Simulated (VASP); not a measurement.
# Ge (C2/c) in VASP: a series of runs

Runs on Ge. Level: PBEsol. Tasks: single point.

All numbers are computed with VASP 6.6.1; they aren't measurements. Logs are shortened: lines on timing, memory, paths and dates and some standing lists are left out, and cuts for length are marked.

## Step 1: The cell of the first run

Symmetry: C2/c, No. 15, monoclinic system. Conventional cell: a = 2.877 Å, b = 7.403 Å, c = 3.986 Å, α = 90.00°, β = 110.96°, γ = 90.00°. Within 3.6 Å of Ge (site symmetry 2) lie 10 Ge at 2.72 to 3.40 Å.

## Step 2: Single point, PBEsol (19.82 Å³/atom)

File INCAR:

```
PREC     = Accurate       # precision mode
ENCUT    = 520            # plane-wave cutoff, eV
EDIFF    = 1E-6           # SCF threshold, eV
ISMEAR   = -1             # smearing method
SIGMA    = 0.1            # smearing width, eV
LREAL    = False          # projectors in reciprocal space
LASPH    = True           # aspherical terms in the spheres
NELM     = 60             # most SCF steps
ALGO     = Normal         # electronic algorithm
ISIF     = 2              # what is computed and relaxed
LWAVE    = False          # write WAVECAR
LCHARG   = False          # write CHGCAR
GGA      = PS             # functional
NBANDS   = 21             # bands
```

File KPOINTS:

```
regular mesh
0
Gamma
  21 21 14
```

File POSCAR:

```
Ge
1.0
   -2.6155946182      2.6190801968      1.4383680774
    2.6190801968     -2.6155946182      1.4383680774
    2.6304677532      2.6304677532     -1.4319842337
Ge
2
Direct
    0.9999377294      0.0000622706      1.0000000000
    0.7500622706      0.2499377294      0.5000000000
```

Potentials or basis: VASP PAW PBE potentials, release 64 (Ge_d).

Started as:

```bash
$ cat potpaw_PBE.64/Ge_d/POTCAR > POTCAR
$ mpirun -np 1 vasp_std > vasp.out
```

OUTCAR:

```text
PREC = Accurate
   ENCUT = 520
   EDIFF = 1E-6
   ISMEAR = -1
   LREAL = False
   LASPH = True
   NELM = 60
   ISIF = 2
   GGA = PS

 ion  position               nearest neighbor table
   1  1.000  0.000  0.000-   2 2.72   2 2.72   2 2.72   2 2.72
   2  0.750  0.250  0.500-   1 2.72   1 2.72   1 2.72   1 2.72

  LATTYP: Found a base centered monoclinic cell.
 ALAT       =     2.8767403781
 B/A-ratio  =     2.5733806827
 C/A-ratio  =     1.3856441542
 COS(beta)  =    -0.3576413029

  Lattice vectors:

 A1 = (  -2.6155946182,   2.6190801968,   1.4383680774)
 A2 = (   2.6190801968,  -2.6155946182,   1.4383680774)
 A3 = (   2.6304677532,   2.6304677532,  -1.4319842337)

Analysis of symmetry for initial positions (statically):
=====================================================================
 Subroutine PRICEL returns:
 Original cell was already a primitive cell.

 Routine SETGRP: Setting up the symmetry group for a
 base centered monoclinic supercell.

 Subroutine GETGRP returns: Found  4 space group operations
 (whereof  2 operations were pure point group operations)
 out of a pool of  4 trial point group operations.

The static configuration has the point symmetry C_2 .
 The point group associated with its full space group is C_2h.

Analysis of symmetry for dynamics (positions and initial velocities):
=====================================================================
 Subroutine PRICEL returns:
 Original cell was already a primitive cell.

 Routine SETGRP: Setting up the symmetry group for a
 base centered monoclinic supercell.

 Subroutine GETGRP returns: Found  4 space group operations
 (whereof  2 operations were pure point group operations)
 out of a pool of  4 trial point group operations.

The dynamic configuration has the point symmetry C_2 .
 The point group associated with its full space group is C_2h.

 Subroutine INISYM returns: Found  4 space group operations
 (whereof  2 operations are pure point group operations),
 and found     1 'primitive' translations

----------------------------------------------------------------------------------------

                                     Primitive cell

  volume of cell :      39.6378

  direct lattice vectors                    reciprocal lattice vectors
    -2.615594618  2.619080197  1.438368077    -0.000960967  0.190072867  0.347387032
[... 80 lines left out ...]
   ISPIN  =      1    spin polarized calculation?
   LNONCOLLINEAR =      F non collinear calculations
   LSORBIT =      F    spin-orbit coupling
   LASPH  =      T    aspherical Exc in radial PAW
   ENCUT  =  520.0 eV  38.22 Ry    6.18 a.u.   7.38  7.38  7.41*2*pi/ulx,y,z
   NELM   =     60;   NELMIN=  2; NELMDL= -5     # of ELM steps
   EDIFF  = 0.1E-05   stopping-criterion for ELM
   LREAL  =      F    real-space projection
   EDIFFG = 0.1E-04   stopping-criterion for IOM
   NSW    =      0    number of steps for IOM
   IBRION =     -1    ionic relax: 0-MD 1-quasi-New 2-CG
   NFREE  =      0    steps in history (QN), initial steepest desc. (CG)
   ISIF   =      2    stress and relaxation
   ISYM   =      2    0-nonsym 1-usesym 2-fastsym
   POTIM  = 0.5000    time-step for ionic-motion
   TEBEG  =    0.0;   TEEND  =   0.0 temperature during run
   PSTRESS=    0.0 pullay stress
   NELECT =      28.0000    total number of electrons
   NUPDOWN=      -1.0000    fix difference up-down
   EMIN   =  10.00;   EMAX   =-10.00  energy-range for DOS
   EFERMI =   0.00;   METHOD = LEGACY
   ISMEAR =    -1;   SIGMA  =   0.10  broadening in eV -4-tet -1-fermi 0-gaus
   EFERMI_NEDOS =   21; number of points for ismear=-14 and -15
   IALGO  =     38    algorithm
   IMIX   =      4    mixing-type and parameters
     AMIX     =   0.40;   BMIX     =  1.00
     AMIX_MAG =   1.60;   BMIX_MAG =  1.00
  volume/ion in A,a.u.               =      19.82       133.74
  Fermi-wavevector in a.u.,A,eV,Ry     =   1.458001  2.755222 28.922813  2.125767
  Thomas-Fermi vector in A             =   2.574737
   LORBIT       =      0    0 simple, 1 ext, 2 COOP (PROOUT), +10 PAW based schemes
   GGA     = PS    functional components
   LHFCALC =     F    Hartree Fock is set to
   AEXX    =    0.0000 exact exchange contribution
   IVDW    =     0    specifies the selected vdW correction
   LEPSILON=     F    determine dielectric tensor
   LRPA    =     F    only Hartree local field effects (RPA)
 non-spin polarized calculation
  energy-cutoff  :      520.00
  volume of cell :       39.64
 maximum number of plane-waves:      1095
 NGX is ok and might be reduce to    30
   NGX = 15   NGY = 15   NGZ = 15

 number of electron      27.9999994 magnetization

 Free energy of the ion-electron system (eV)
  ---------------------------------------------------
  ext. energy  EPLUGINS =         0.00000000
  ---------------------------------------------------
  free energy    TOTEN  =        -9.50077337 eV

  energy without entropy =       -9.47162622  energy(sigma->0) =       -9.48619979

 E-fermi :   5.9123     XC(G=0): -11.1318

 val. band max:        5.9075790572   @ k =   0.4286   0.0000   0.2143
 cond. band min:       5.9127847765   @ k =   0.4762   0.2857   0.3571
 fundamental gap:      0.0052057193
 Fermi energy:         5.9122913131

 k-point     1 :       0.0000    0.0000    0.0000
  band No.  band energies     occupation
      1     -18.6830      2.00000
      2     -18.6447      2.00000
      3     -18.6173      2.00000
      4     -18.6159      2.00000
      5     -18.5355      2.00000
      6     -18.5351      2.00000
[... 565 lines left out ...]
     20      14.7047      0.00000
     21      17.0025      0.00000

 [... further k-points ...]

------------------------ aborting loop because EDIFF is reached ----------------------------------------

  FORCE on cell =-STRESS in cart. coord.  units (eV):
  Direction    XX          YY          ZZ          XY          YZ          ZX
  --------------------------------------------------------------------------------------
  -------------------------------------------------------------------------------------
  Total       -1.2905318     -1.2905318     -1.2464930     -0.0585457     -0.0245459     -0.0245458
  in kB      -52.1639178    -52.1639178    -50.3838486     -2.3664438     -0.9921558     -0.9921540
  external PRESSURE =     -51.5705614 kB  Pullay stress =       0.0000000 kB

 VOLUME and BASIS-vectors are now :
 -----------------------------------------------------------------------------
  energy-cutoff  :      520.00
  volume of cell :       39.64
      direct lattice vectors                 reciprocal lattice vectors
    -2.615594618  2.619080197  1.438368077    -0.000960967  0.190072867  0.347387032
     2.619080197 -2.615594618  1.438368077     0.190072867 -0.000960967  0.347387032
     2.630467753  2.630467753 -1.431984234     0.189954968  0.189954968 -0.000460315

 POSITION                                       TOTAL-FORCE (eV/Angst)
 -----------------------------------------------------------------------------------
     -2.61527      2.61875      1.43837        -0.002359      0.002359     -0.000000
      0.00798      2.62597      0.72238         0.002359     -0.002359      0.000000
 -----------------------------------------------------------------------------------
    total drift:                               -0.000000     -0.000000      0.000000

  FREE ENERGIE OF THE ION-ELECTRON SYSTEM (eV)
  ---------------------------------------------------
  free  energy   TOTEN  =        -9.5007733684 eV

  energy  without entropy=       -9.4716262177  energy(sigma->0) =       -9.48619979
```

Wall time 22 min (1 thread of Oxide Virtual Turin-like, shared host); peak memory 1 GiB.

Results:

* Free energy: -9.5008 eV
* Pressure: -5.2 GPa
* Largest force: 0.003 eV/Å
* Band gap on the k mesh: zero (bands 14 and 15 overlap by 5.07 eV)

Forces in eV/Å, atoms in the order of the input:
```
Ge  -0.002  0.002  0.000
Ge   0.002 -0.002  0.000
```

Stress tensor (GPa, compression positive):
```
-5.22 -0.24 -0.10
-0.24 -5.22 -0.10
-0.10 -0.10 -5.04
```

Caveat: the cell stands under tension; the PAW data sets were made with another functional, which shifts forces and pressure a little.

## Step 3: Single point, PBEsol (16.15 Å³/atom)

This run uses another cell than the first one, of 16.15 Å³/atom.

File INCAR:

```
  PREC = Accurate
  ENCUT = 520
  EDIFF = 1E-6
  ISMEAR = -1
  SIGMA = 0.1
  LREAL = F
  LASPH = T
  NELM = 100
  ALGO = Normal
  ISIF = 2
  LWAVE = F
  LCHARG = T
  GGA = PS
  LELF = T
  LVHAR = T
  NBANDS = 21
```

File KPOINTS:

```
Automatic mesh
0
Gamma
  21 21 14
```

File POSCAR:

```
Ge
1.0
   -2.4429996644      2.4462552406      1.3434546416
    2.4462552406     -2.4429996644      1.3434546416
    2.4568913675      2.4568913675     -1.3374920479
Ge
2
Direct
    0.9999377294      0.0000622706      1.0000000000
    0.7500622706      0.2499377294      0.5000000000
```

Potentials or basis: VASP PAW PBE potentials, release 64 (Ge_d).

Started as:

```bash
$ cat potpaw_PBE.64/Ge_d/POTCAR > POTCAR
$ mpirun -np 1 vasp_std > vasp.out
```

OUTCAR:

```text
PREC = Accurate
   ENCUT = 520
   EDIFF = 1E-6
   ISMEAR = -1
   LREAL = F
   LASPH = T
   NELM = 100
   ISIF = 2
   GGA = PS

 ion  position               nearest neighbor table
   1  1.000  0.000  0.000-   2 2.54   2 2.54   2 2.54   2 2.54
   2  0.750  0.250  0.500-   1 2.54   1 2.54   1 2.54   1 2.54

  LATTYP: Found a base centered monoclinic cell.
 ALAT       =     2.6869132278
 B/A-ratio  =     2.5733806827
 C/A-ratio  =     1.3856441543
 COS(beta)  =    -0.3576413029

  Lattice vectors:

 A1 = (  -2.4429996644,   2.4462552406,   1.3434546416)
 A2 = (   2.4462552406,  -2.4429996644,   1.3434546416)
 A3 = (   2.4568913675,   2.4568913675,  -1.3374920479)

Analysis of symmetry for initial positions (statically):
=====================================================================
 Subroutine PRICEL returns:
 Original cell was already a primitive cell.

 Routine SETGRP: Setting up the symmetry group for a
 base centered monoclinic supercell.

 Subroutine GETGRP returns: Found  4 space group operations
[... 154 lines left out ...]
   NGX = 13   NGY = 13   NGZ = 13

 number of electron      27.9999993 magnetization

 Free energy of the ion-electron system (eV)
  ---------------------------------------------------
  ext. energy  EPLUGINS =         0.00000000
  ---------------------------------------------------
  free energy    TOTEN  =        -9.37946987 eV

  energy without entropy =       -9.35697568  energy(sigma->0) =       -9.36822278

 E-fermi :   8.2982     XC(G=0): -12.1839

 val. band max:        8.2977838373   @ k =   0.3810  -0.0000   0.2143
 cond. band min:       8.3005594016   @ k =  -0.4762   0.2381   0.3571
 fundamental gap:      0.0027755643
 Fermi energy:         8.2981530596

 k-point     1 :       0.0000    0.0000    0.0000
  band No.  band energies     occupation
      1     -16.5723      2.00000
      2     -16.4913      2.00000
      3     -16.4709      2.00000
      4     -16.4501      2.00000
      5     -16.2983      2.00000
      6     -16.2981      2.00000
[... 565 lines left out ...]
     20      17.5840      0.00000
     21      20.9548      0.00000

 [... further k-points ...]
[... 5 lines left out ...]
  --------------------------------------------------------------------------------------
  -------------------------------------------------------------------------------------
  Total        2.7434555      2.7434555      2.6622368     -0.0644732     -0.0315194     -0.0315193
  in kB      136.0944742    136.0944742    132.0654628     -3.1983195     -1.5635796     -1.5635752
  external PRESSURE =     134.7514704 kB  Pullay stress =       0.0000000 kB

 VOLUME and BASIS-vectors are now :
 -----------------------------------------------------------------------------
  energy-cutoff  :      520.00
  volume of cell :       32.30
      direct lattice vectors                 reciprocal lattice vectors
    -2.442999664  2.446255241  1.343454642    -0.001028858  0.203501284  0.371929503
     2.446255241 -2.442999664  1.343454642     0.203501284 -0.001028858  0.371929503
     2.456891367  2.456891367 -1.337492048     0.203375055  0.203375055 -0.000492836

 POSITION                                       TOTAL-FORCE (eV/Angst)
 -----------------------------------------------------------------------------------
     -2.44270      2.44595      1.34345        -0.007836      0.007836      0.000000
      0.00746      2.45269      0.67471         0.007836     -0.007836     -0.000000
 -----------------------------------------------------------------------------------
    total drift:                                0.000000      0.000000     -0.000000

  FREE ENERGIE OF THE ION-ELECTRON SYSTEM (eV)
  ---------------------------------------------------
  free  energy   TOTEN  =        -9.3794698747 eV

  energy  without entropy=       -9.3569756758  energy(sigma->0) =       -9.36822278
```

It took 9.3 min on 1 thread of Oxide Virtual Turin-like, shared host; peak memory 0.83 GiB.

What came out:

- Free energy: -9.3795 eV
- Pressure: 13.5 GPa
- Largest force: 0.011 eV/Å
- Band gap on the k mesh: zero (bands 14 and 15 overlap by 6.41 eV)

Forces on the atoms (eV/Å):
```
Ge  -0.008  0.008  0.000
Ge   0.008 -0.008  0.000
```

Caveat: the cell stands under pressure; the PAW data sets were made with another functional, which shifts forces and pressure a little.
